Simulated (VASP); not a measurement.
Set up this calculation in VASP 6.6.1, as the native input.

| Item | Value |
| --- | --- |
| Task | single point |
| Functional | BLYP |
| Dispersion | D4 |
| Potentials or basis | VASP PAW PBE potentials, release 64 (Sn_d) |
| Cutoff | 500 eV |
| k mesh | 9 × 9 × 9 |
| Occupations | methfessel-paxton, width 0.15 eV |
| Spin | no spin polarisation |
| Dipole correction | no |
| Further INCAR settings | ALGO = Normal; EDIFF = 1e-06; NBANDS = 21 |

The structure of Sn lies in POSCAR:

```
Sn
1.0
   -2.9401404550      2.9401404550      1.5993019900
    2.9401404550     -2.9401404550      1.5993019900
    2.9401404550      2.9401404550     -1.5993019900
Sn
2
Direct
    0.0000000000      1.0000000000      0.0000000000
    0.7500000000      0.2500000000      0.5000000000
```

The input as run:

INCAR

```
SYSTEM = Sn
PREC = Accurate
ENCUT = 500
EDIFF = 1E-6
ISMEAR = 1
SIGMA = 0.15
LREAL = .False.
LASPH = .True.
NELM = 120
ALGO = Normal
ISIF = 2
LWAVE = .False.
LCHARG = .True.
GGA = B5
ALDAX = 1.0
AGGAX = 1.0
AGGAC = 1.0
ALDAC = 0.0
IVDW = 13
VDW_S6 = 1.0
VDW_S8 = 2.34076671
VDW_A1 = 0.44488865
VDW_A2 = 4.0933009
LELF = .True.
LVHAR = .True.
NBANDS = 21
GGA_COMPAT = .False.
```

KPOINTS

```
regular mesh
0
Gamma
  9 9 9
  0 0 0
```

Potentials or basis: VASP PAW PBE potentials, release 64 (Sn_d).

The run is started by

```bash
$ cat potpaw_PBE.64/Sn_d/POTCAR > POTCAR
$ mpirun -np 1 vasp_std > vasp.out
```

It gave:

* Pressure: 1.3 GPa
* Band gap on the k mesh: zero (bands 14 and 15 overlap by 3.86 eV)
* Dispersion energy per atom: -0.786 eV

Caveat: the PAW data sets were made with another functional, which shifts forces and pressure a little; spin-orbit coupling is left out, which moves the levels of the heavy elements.

It took 45 s on 1 thread of Intel(R) Xeon(R) Platinum 8375C CPU @ 2.90GHz (Ice Lake), with other jobs on the host, peak memory 0.21 GiB.
